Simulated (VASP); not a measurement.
Hf:

```
Hf
1.0
     3.19238    0.00000    0.00000
    -1.59619    2.76469    0.00000
     0.00000    0.00000    5.04504
Hf
2
Cartesian
  0.0000 1.8431 1.2613
  1.5962 0.9216 3.7838
```

| Item | Value |
| --- | --- |
| Program | VASP 6.6.1 |
| Task | relaxation of cell and atoms |
| Functional | PBEsol |
| Potentials or basis | VASP PAW PBE potentials, release 64 (Hf_pv) |
| Cutoff | 600 eV |
| k mesh | 15 × 15 × 8 |
| Occupations | gaussian, width 0.1 eV |
| Spin | no spin polarisation |

At the start: pressure -3.6 GPa; volume 22.26 Å³/atom.

Task: How do energy, volume and symmetry change on relaxing?

Result: Over 3 steps the energy falls by 8.4 meV/atom and the volume is 21.54 Å³/atom (-3.2 %); space group P6_3/mmc (No. 194, to 0.05 Å).

The path:
```tsv
step	energy change (eV)	largest force (eV/Å)	pressure (GPa)	volume (Å³)
1	0.0000	0.0000	-3.60	44.53
2	0.0086	0.0000	4.95	41.38
3	-0.0167	0.0000	-0.02	43.09
```

Final structure:
```
Hf
1.0
     3.15805    0.00000    0.00000
    -1.57902    2.73495    0.00000
     0.00000    0.00000    4.98861
Hf
2
Direct
  0.33333 0.66667 0.25000
  0.66667 0.33333 0.75000
```

Caveat: the PAW data sets were made with another functional, which shifts forces and pressure a little.
